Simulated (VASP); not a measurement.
Input of a VASP 6.6.1 run:

INCAR

```
SYSTEM = Pb
PREC = Accurate
ENCUT = 600
EDIFF = 1E-6
ISMEAR = -1
SIGMA = 0.08
LREAL = .False.
LASPH = .True.
NELM = 100
ALGO = Normal
ISIF = 3
LWAVE = .False.
LCHARG = .False.
GGA = PE
IBRION = 2
NSW = 32
EDIFFG = -0.005
PSTRESS = 1400.0
```

The input KPOINTS:

```
Automatic mesh
0
Gamma
  17 17 17
  0 0 0
```

File POSCAR:

```
Pb
1.0
   -1.5942587234      1.5942587234      1.5942587234
    1.5942587234     -1.5942587234      1.5942587234
    1.5942587234      1.5942587234     -1.5942587234
Pb
1
Direct
    0.0000000000      0.0000000000      0.0000000000
```

Potentials or basis: VASP PAW PBE potentials, release 64 (Pb_d).

The run is started by

```sh
$ cat potpaw_PBE.64/Pb_d/POTCAR > POTCAR
$ mpirun -np 1 vasp_std > vasp.out
```

Question: Predict the band gap on the k mesh.

Answer: Zero (band 7 reaches 28.02 eV, above the bottom of band 8 at 13.18 eV).

Question: What does it give for the space group after relaxing (to 0.05 Å)?

Answer: Im-3m (No. 229).

Final structure:
```
CELL_PARAMETERS angstrom
-1.59411 1.59411 1.59411
1.59411 -1.59411 1.59411
1.59411 1.59411 -1.59411
ATOMIC_POSITIONS crystal
Pb 0.00000 0.00000 0.00000
```

Caveat: the cell is relaxed towards a set pressure, so the enthalpy falls and the energy may rise; spin-orbit coupling is left out, which moves the levels of the heavy elements.
